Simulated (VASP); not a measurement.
A run of VASP 6.6.1 is set up as follows.

Contents of INCAR:

```
SYSTEM = OsI
PREC     = Accurate       ! precision mode
ENCUT    = 520            ! plane-wave cutoff, eV
EDIFF    = 1E-7           ! SCF threshold, eV
ISMEAR   = 0              ! smearing method
SIGMA    = 0.1            ! smearing width, eV
LREAL    = .False.        ! projectors in reciprocal space
LASPH    = .True.         ! aspherical terms in the spheres
NELM     = 150            ! most SCF steps
ALGO     = Normal         ! electronic algorithm
ISIF     = 2              ! what is computed and relaxed
LWAVE    = .False.        ! write WAVECAR
LCHARG   = .False.        ! write CHGCAR
ISPIN    = 2              ! spin polarisation
MAGMOM   = 0.79 0         ! initial moments
LORBIT   = 11             ! projections on sites
LMAXMIX  = 4              ! l up to which the mixer works
GGA      = PE             ! functional
NBANDS   = 18             ! bands
```

KPOINTS

```
Automatic mesh
0
Gamma
  16 16 16
  0 0 0
```

POSCAR

```
OsI
1.0
    3.3852947666      0.0000000000      0.0000000000
    0.0000000000      3.3852947666      0.0000000000
    0.0000000000      0.0000000000      3.3852947666
Os I
1 1
Direct
    0.5000000000      0.5000000000      0.5000000000
    0.0000000000      0.0000000000      0.0000000000
```

Potentials or basis: VASP PAW PBE potentials, release 64 (Os, I).

The run is started by

```bash
$ cat potpaw_PBE.64/Os/POTCAR potpaw_PBE.64/I/POTCAR > POTCAR
$ mpirun -np 1 vasp_std > vasp.out
```

(1) Estimate the net moment.

(2) What does it give for the pressure?

Results:

(1) 0.52 μB per cell.

(2) -0.1 GPa.
